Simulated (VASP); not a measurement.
# NiO (Fm-3m) in VASP: further runs, part 2 of 2

VASP 6.6.1.

## (3) Single point, r2SCAN, collinear spin, ferromagnetic start

This run uses another cell than the first one, of 8.89 Å³/atom, 1.032 times its volume.

The input, POSCAR:

```
NiO
1.0
    0.0000000000      2.0719002493      2.0719002493
    2.0719002493      0.0000000000      2.0719002493
    2.0719002493      2.0719002493      0.0000000000
Ni O
1 1
Direct
    0.0000000000      0.0000000000      0.0000000000
    0.5000000000      0.5000000000      0.5000000000
```

The input, INCAR.step1:

```
SYSTEM = NiO
ALGO = Normal ; EDIFF = 1E-4
ENCUT = 520 ; GGA = PE
ISMEAR = -1 ; ISPIN = 2
LASPH = .True. ; LCHARG = .False.
LMAXMIX = 4 ; LREAL = .False.
LWAVE = .True. ; MAGMOM = 2 0
NBANDS = 19 ; NELM = 150
PREC = Accurate ; SIGMA = 0.1
```

The input, INCAR.step2:

```
SYSTEM = NiO
ALGO = Normal ; EDIFF = 1E-6
ENCUT = 520 ; ISIF = 2
ISMEAR = -1 ; ISPIN = 2
ISTART = 1 ; LASPH = .True.
LCHARG = .True. ; LELF = .True.
LMAXMIX = 4 ; LMIXTAU = .True.
LORBIT = 11 ; LREAL = .False.
LVHAR = .True. ; LWAVE = .False.
MAGMOM = 2 0 ; METAGGA = R2SCAN
NBANDS = 19 ; NELM = 150
PREC = Accurate ; SIGMA = 0.1
```

The input, KPOINTS:

```
k-points
0
Gamma
  11 11 11
  0 0 0
```

Potentials or basis: VASP PAW PBE potentials, release 64 (Ni, O).

Started as:

```bash
cat potpaw_PBE.64/Ni/POTCAR potpaw_PBE.64/O/POTCAR > POTCAR
cp INCAR.step1 INCAR
mpirun -np 1 vasp_std > vasp.out
cp INCAR.step2 INCAR
mpirun -np 1 vasp_std > vasp.out
```

OUTCAR:

```text
SYSTEM = NiO
   EDIFF = 1E-6
   ENCUT = 520
   ISIF = 2
   ISMEAR = -1
   ISPIN = 2
   ISTART = 1
   LASPH = .True.
   LORBIT = 11
   LREAL = .False.
   METAGGA = R2SCAN
   NELM = 150
   PREC = Accurate

 ion  position               nearest neighbor table
   1  0.000  0.000  0.000-   2 2.07   2 2.07   2 2.07   2 2.07   2 2.07   2 2.07
   2  0.500  0.500  0.500-   1 2.07   1 2.07   1 2.07   1 2.07   1 2.07   1 2.07

  LATTYP: Found a face centered cubic cell.
 ALAT       =     4.1438004986

  Lattice vectors:

 A1 = (   0.0000000000,   2.0719002493,   2.0719002493)
 A2 = (   2.0719002493,   0.0000000000,   2.0719002493)
 A3 = (   2.0719002493,   2.0719002493,   0.0000000000)

Analysis of symmetry for initial positions (statically):
=====================================================================
 Subroutine PRICEL returns:
 Original cell was already a primitive cell.

 Routine SETGRP: Setting up the symmetry group for a
 face centered cubic supercell.

 Subroutine GETGRP returns: Found 48 space group operations
 (whereof 48 operations were pure point group operations)
 out of a pool of 48 trial point group operations.

The static configuration has the point symmetry O_h .

Analysis of symmetry for dynamics (positions and initial velocities):
=====================================================================
 Subroutine PRICEL returns:
 Original cell was already a primitive cell.

 Routine SETGRP: Setting up the symmetry group for a
 face centered cubic supercell.

 Subroutine GETGRP returns: Found 48 space group operations
 (whereof 48 operations were pure point group operations)
 out of a pool of 48 trial point group operations.

The dynamic configuration has the point symmetry O_h .

Analysis of structural, dynamic, and magnetic symmetry:
=====================================================================
 Subroutine PRICEL returns:
 Original cell was already a primitive cell.

 Routine SETGRP: Setting up the symmetry group for a
 face centered cubic supercell.

 Subroutine GETGRP returns: Found 48 space group operations
[... 146 lines left out ...]
  ---------------------------------------------------
  free energy    TOTEN  =       -20.09676619 eV

  energy without entropy =      -20.09598025  energy(sigma->0) =      -20.09637322

 E-fermi :   8.3058     XC(G=0): -13.5607

 val. band max:        7.8829056806   @ k =   0.4545   0.0000   0.0000
 cond. band min:       8.5471680985   @ k =   0.0000   0.0000   0.0000
 fundamental gap:      0.6642624179
 Fermi energy:         8.3058401807

 spin component 1

 k-point     1 :       0.0000    0.0000    0.0000
  band No.  band energies     occupation
      1     -13.4570      1.00000
      2       3.8558      1.00000
      3       3.8559      1.00000
      4       4.7247      1.00000
      5       4.7248      1.00000
      6       4.7248      1.00000
[... 517 lines left out ...]
     18      40.3146      0.00000
     19      41.4866      0.00000

 [... further k-points ...]

 spin component 2

 k-point     1 :       0.0000    0.0000    0.0000
  band No.  band energies     occupation
      1     -12.9227      1.00000
      2       5.6062      1.00000
      3       5.6065      1.00000
      4       5.6066      1.00000
      5       5.6633      1.00000
      6       5.6633      1.00000
[... 517 lines left out ...]
     18      41.0571      0.00000
     19      41.9505      0.00000

 [... further k-points ...]

------------------------ aborting loop because EDIFF is reached ----------------------------------------

  FORCE on cell =-STRESS in cart. coord.  units (eV):
  Direction    XX          YY          ZZ          XY          YZ          ZX
  --------------------------------------------------------------------------------------
  -------------------------------------------------------------------------------------
  Total        0.8388422      0.8388422      0.8388422      0.0000000      0.0000000      0.0000000
  in kB       75.5534518     75.5534518     75.5534518      0.0000000      0.0000000      0.0000000
  external PRESSURE =      75.5534518 kB  Pullay stress =       0.0000000 kB

 VOLUME and BASIS-vectors are now :
 -----------------------------------------------------------------------------
  energy-cutoff  :      520.00
  volume of cell :       17.79
      direct lattice vectors                 reciprocal lattice vectors
     0.000000000  2.071900249  2.071900249    -0.241324359  0.241324359  0.241324359
     2.071900249  0.000000000  2.071900249     0.241324359 -0.241324359  0.241324359
     2.071900249  2.071900249  0.000000000     0.241324359  0.241324359 -0.241324359

 POSITION                                       TOTAL-FORCE (eV/Angst)
 -----------------------------------------------------------------------------------
      0.00000      0.00000      0.00000         0.000000      0.000000      0.000000
      2.07190      2.07190      2.07190        -0.000000     -0.000000     -0.000000
 -----------------------------------------------------------------------------------
    total drift:                                0.000000     -0.000000     -0.000000

  FREE ENERGIE OF THE ION-ELECTRON SYSTEM (eV)
  ---------------------------------------------------
  free  energy   TOTEN  =       -20.0967661888 eV

  energy  without entropy=      -20.0959802518  energy(sigma->0) =      -20.09637322

 total charge

# of ion       s       p       d       tot
------------------------------------------
    1        0.345   0.439   8.190   8.974
    2        1.555   3.510   0.000   5.065
--------------------------------------------------
tot          1.900   3.949   8.190  14.039

 magnetization (x)

# of ion       s       p       d       tot
------------------------------------------
    1        0.011   0.013   1.665   1.689
    2        0.029   0.249   0.000   0.279
--------------------------------------------------
tot          0.041   0.262   1.665   1.968
```

It took 86 s on 1 thread of Intel Xeon 6975P-C, shared host; peak memory 0.18 GiB.

What came out:

```
Free energy                                           : -20.0968 eV
Pressure                                              : 7.6 GPa
Band gap on the k mesh                                : 0.66 eV, indirect (least direct gap 1.67 eV)
Net moment                                            : 2.00 μB per cell
Site moments                                          : Ni +1.69; O +0.28 μB
Valence electrons inside the program's atomic spheres : Ni 8.97; O 5.07
```

Levels at points of the mesh, in eV from the valence-band top:
Spin up:
| k point | band 7 | band 8 | band 9 | band 10 | band 11 | band 12 |
| --- | --- | --- | --- | --- | --- | --- |
| (0.00, 0.00, 0.00) | -2.92 | -2.92 | -2.92 | 2.32 | 18.90 | 19.85 |
Spin down:
| k point | band 3 | band 4 | band 5 | band 6 | band 7 | band 8 | band 9 | band 10 | band 11 | band 12 |
| --- | --- | --- | --- | --- | --- | --- | --- | --- | --- | --- |
| (0.00, 0.00, 0.00) | -2.28 | -2.28 | -2.22 | -2.22 | -2.22 | 0.66 | 0.67 | 2.89 | 18.99 | 20.19 |

Caveat: the PAW data sets were made with another functional, which shifts forces and pressure a little; a cell with one magnetic atom can't hold antiferromagnetic order, which such compounds often take.

## (4) Single point, r2SCAN, collinear spin, ferromagnetic start

This run uses another cell than the first one, of 9.17 Å³/atom, 1.063 times its volume.

The input, POSCAR:

```
NiO
1.0
    0.0000000000      2.0928299512      2.0928299512
    2.0928299512      0.0000000000      2.0928299512
    2.0928299512      2.0928299512      0.0000000000
Ni O
1 1
Direct
    0.0000000000      0.0000000000      0.0000000000
    0.5000000000      0.5000000000      0.5000000000
```

The input, INCAR.step1:

```
PREC     = Accurate       # precision mode
ENCUT    = 520            # plane-wave cutoff, eV
ISMEAR   = -1             # smearing method
SIGMA    = 0.1            # smearing width, eV
LREAL    = False          # projectors in reciprocal space
LASPH    = True           # aspherical terms in the spheres
NELM     = 150            # most SCF steps
ISPIN    = 2              # spin polarisation
MAGMOM   = 2 0            # initial moments
LMAXMIX  = 4              # l up to which the mixer works
NBANDS   = 19             # bands
GGA      = PE             # functional
ALGO     = Normal         # electronic algorithm
EDIFF    = 1E-4           # SCF threshold, eV
LWAVE    = True           # write WAVECAR
LCHARG   = False          # write CHGCAR
```

The input, INCAR.step2:

```
PREC     = Accurate       # precision mode
ENCUT    = 520            # plane-wave cutoff, eV
EDIFF    = 1E-6           # SCF threshold, eV
ISMEAR   = -1             # smearing method
SIGMA    = 0.1            # smearing width, eV
LREAL    = False          # projectors in reciprocal space
LASPH    = True           # aspherical terms in the spheres
NELM     = 150            # most SCF steps
ALGO     = Normal         # electronic algorithm
ISIF     = 2              # what is computed and relaxed
LWAVE    = False          # write WAVECAR
LCHARG   = False          # write CHGCAR
ISPIN    = 2              # spin polarisation
MAGMOM   = 2 0            # initial moments
LORBIT   = 11             # projections on sites
LMAXMIX  = 4              # l up to which the mixer works
METAGGA  = R2SCAN         # meta-GGA
LMIXTAU  = True         
NBANDS   = 19             # bands
ISTART   = 1
```

The input, KPOINTS:

```
Automatic mesh
0
Gamma
  11 11 11
```

Started as:

```bash
cat potpaw_PBE.64/Ni/POTCAR potpaw_PBE.64/O/POTCAR > POTCAR
cp INCAR.step1 INCAR
mpirun -np 1 vasp_std > vasp.out
cp INCAR.step2 INCAR
mpirun -np 1 vasp_std > vasp.out
```

Wall time 84 s (1 thread of Intel Xeon 6975P-C, shared host); peak memory 0.18 GiB.

It converged, with:

```
Free energy                                           : -20.1109 eV
Pressure                                              : 0.5 GPa
Band gap on the k mesh                                : 0.77 eV, indirect (least direct gap 1.71 eV)
Net moment                                            : 2.00 μB per cell
Site moments                                          : Ni +1.69; O +0.28 μB
Valence electrons inside the program's atomic spheres : Ni 8.92; O 5.05
```

Levels at points of the mesh, in eV from the valence-band top:
Spin up:
```
           k point  band 7  band 8  band 9  band 10  band 11  band 12
(0.00, 0.00, 0.00)   -2.73   -2.73   -2.73     2.20    18.84    19.67
```
Spin down:
```csv
k point,band 3,band 4,band 5,band 6,band 7,band 8,band 9,band 10,band 11,band 12
"(0.00, 0.00, 0.00)",-2.16,-2.16,-2.04,-2.04,-2.04,0.77,0.77,2.76,18.93,20.01
```

Caveat: the PAW data sets were made with another functional, which shifts forces and pressure a little; a cell with one magnetic atom can't hold antiferromagnetic order, which such compounds often take. A k mesh can miss the band edges.

## (5) Single point, r2SCAN, collinear spin, ferromagnetic start

This run uses another cell than the first one, of 9.44 Å³/atom, 1.095 times its volume.

The input, POSCAR:

```
NiO
1.0
    0.0000000000      2.1133492004      2.1133492004
    2.1133492004      0.0000000000      2.1133492004
    2.1133492004      2.1133492004      0.0000000000
Ni O
1 1
Direct
    0.0000000000      0.0000000000      0.0000000000
    0.5000000000      0.5000000000      0.5000000000
```

The input, INCAR.step1:

```
SYSTEM = NiO
ALGO = Normal ; EDIFF = 1E-4
ENCUT = 520 ; GGA = PE
ISMEAR = -1 ; ISPIN = 2
LASPH = .TRUE. ; LCHARG = .FALSE.
LMAXMIX = 4 ; LREAL = .FALSE.
LWAVE = .TRUE. ; MAGMOM = 2 0
NBANDS = 19 ; NELM = 150
PREC = Accurate ; SIGMA = 0.1
```

The input, INCAR.step2:

```
SYSTEM = NiO
ALGO = Normal ; EDIFF = 1E-7
ENCUT = 520 ; ISIF = 2
ISMEAR = -1 ; ISPIN = 2
ISTART = 1 ; LASPH = .TRUE.
LCHARG = .FALSE. ; LMAXMIX = 4
LMIXTAU = .TRUE. ; LORBIT = 11
LREAL = .FALSE. ; LWAVE = .FALSE.
MAGMOM = 2 0 ; METAGGA = R2SCAN
NBANDS = 19 ; NELM = 150
PREC = Accurate ; SIGMA = 0.1
```

The input, KPOINTS:

```
k-points
0
G
  11 11 11
  0 0 0
```

Started as:

```bash
cat potpaw_PBE.64/Ni/POTCAR potpaw_PBE.64/O/POTCAR > POTCAR
cp INCAR.step1 INCAR
mpirun -np 1 vasp_std > vasp.out
cp INCAR.step2 INCAR
mpirun -np 1 vasp_std > vasp.out
```

Wall time 78 s (1 thread of Intel Xeon 6975P-C, shared host); peak memory 0.18 GiB.

Results (log left out):

- Free energy: -20.1029 eV
- Pressure: -5.5 GPa
- Band gap on the k mesh: 0.86 eV, indirect (least direct gap 1.74 eV)
- Net moment: 2.00 μB per cell
- Site moments: Ni +1.70; O +0.27 μB
- Valence electrons inside the program's atomic spheres: Ni 8.87; O 5.03

Levels at points of the mesh, in eV from the valence-band top:
Spin up:
```
           k point  band 6  band 7  band 8  band 9  band 10  band 11  band 12  band 13
(0.00, 0.00, 0.00)   -2.94   -2.55   -2.55   -2.55     2.08    18.77    19.50    19.50
```
Spin down:
| k point | band 5 | band 6 | band 7 | band 8 | band 9 | band 10 |
| --- | --- | --- | --- | --- | --- | --- |
| (0.00, 0.00, 0.00) | -1.88 | -1.88 | -1.88 | 0.86 | 0.86 | 2.63 |

Caveat: the PAW data sets were made with another functional, which shifts forces and pressure a little; a cell with one magnetic atom can't hold antiferromagnetic order, which such compounds often take. A k mesh can miss the band edges.

## (6) Single point, r2SCAN, collinear spin, ferromagnetic start

This run uses another cell than the first one, of 9.71 Å³/atom, 1.126 times its volume.

The input, POSCAR:

```
NiO
1.0
    0.0000000000      2.1334775471      2.1334775471
    2.1334775471      0.0000000000      2.1334775471
    2.1334775471      2.1334775471      0.0000000000
Ni O
1 1
Direct
    0.0000000000      0.0000000000      0.0000000000
    0.5000000000      0.5000000000      0.5000000000
```

The input, INCAR.step1:

```
PREC = Accurate
ENCUT = 520
ISMEAR = -1
SIGMA = 0.1
LREAL = F
LASPH = T
NELM = 150
ISPIN = 2
MAGMOM = 2 0
LMAXMIX = 4
NBANDS = 19
GGA = PE
ALGO = Normal
EDIFF = 1E-4
LWAVE = T
LCHARG = F
```

The input, INCAR.step2:

```
PREC = Accurate
ENCUT = 520
EDIFF = 1E-6
ISMEAR = -1
SIGMA = 0.1
LREAL = F
LASPH = T
NELM = 150
ALGO = Normal
ISIF = 2
LWAVE = F
LCHARG = F
ISPIN = 2
MAGMOM = 2 0
LORBIT = 11
LMAXMIX = 4
METAGGA = R2SCAN
LMIXTAU = T
NBANDS = 19
ISTART = 1
```

The input, KPOINTS:

```
Automatic mesh
0
Gamma
  11 11 11
```

Potentials or basis: VASP PAW PBE potentials, release 64 (Ni, O).

Started as:

```bash
cat potpaw_PBE.64/Ni/POTCAR potpaw_PBE.64/O/POTCAR > POTCAR
cp INCAR.step1 INCAR
mpirun -np 1 vasp_std > vasp.out
cp INCAR.step2 INCAR
mpirun -np 1 vasp_std > vasp.out
```

It took 66 s on 1 thread of Intel Xeon 6975P-C, shared host; peak memory 0.18 GiB.

It converged, with:

```yaml
Free_energy: -20.0760 eV
Pressure: -10.6 GPa
Band_gap_on_the_k_mesh: 0.94 eV, indirect (least direct gap 1.76 eV)
Net_moment: 2.00 μB per cell
Site_moments: Ni +1.70; O +0.27 μB
Valence_electrons_inside_the_program's_atomic_spheres: Ni 8.82; O 5.01
```

Levels at points of the mesh, in eV from the valence-band top:
Spin up:
```
           k point  band 5  band 6  band 7  band 8  band 9  band 10  band 11  band 12  band 13  band 14
(0.00, 0.00, 0.00)   -2.85   -2.85   -2.39   -2.39   -2.39     1.98    18.70    19.33    19.33    19.33
```
Spin down:
```tsv
k point	band 4	band 5	band 6	band 7	band 8	band 9	band 10	band 11
(0.00, 0.00, 0.00)	-1.96	-1.73	-1.73	-1.73	0.94	0.94	2.52	18.79
```

Caveat: the PAW data sets were made with another functional, which shifts forces and pressure a little; a cell with one magnetic atom can't hold antiferromagnetic order, which such compounds often take.

## (7) Summary

| cell | gap on the mesh (eV) | pressure (GPa) | moment (μB) |
| --- | --- | --- | --- |
| a = 2.900 Å, angles 60.0°, 2 atoms | 0.55 | 15.7 | 2.00 |
| a = 2.930 Å, angles 60.0°, 2 atoms | 0.66 | 7.6 | 2.00 |
| a = 2.960 Å, angles 60.0°, 2 atoms | 0.77 | 0.5 | 2.00 |
| a = 2.989 Å, angles 60.0°, 2 atoms | 0.86 | -5.5 | 2.00 |
| a = 3.017 Å, angles 60.0°, 2 atoms | 0.94 | -10.6 | 2.00 |

Alike in all rows: task single point; level r2SCAN; potentials or basis VASP PAW PBE potentials, release 64 (Ni, O); spin collinear, ferromagnetic start; k mesh 11 × 11 × 11; cutoff (eV) 520; smearing fermi-dirac 0.1 eV.

Caveats: the PAW data sets were made with another functional, which shifts forces and pressure a little; a cell with one magnetic atom can't hold antiferromagnetic order, which such compounds often take.

Absolute energies hang on the potentials; compare differences alone.
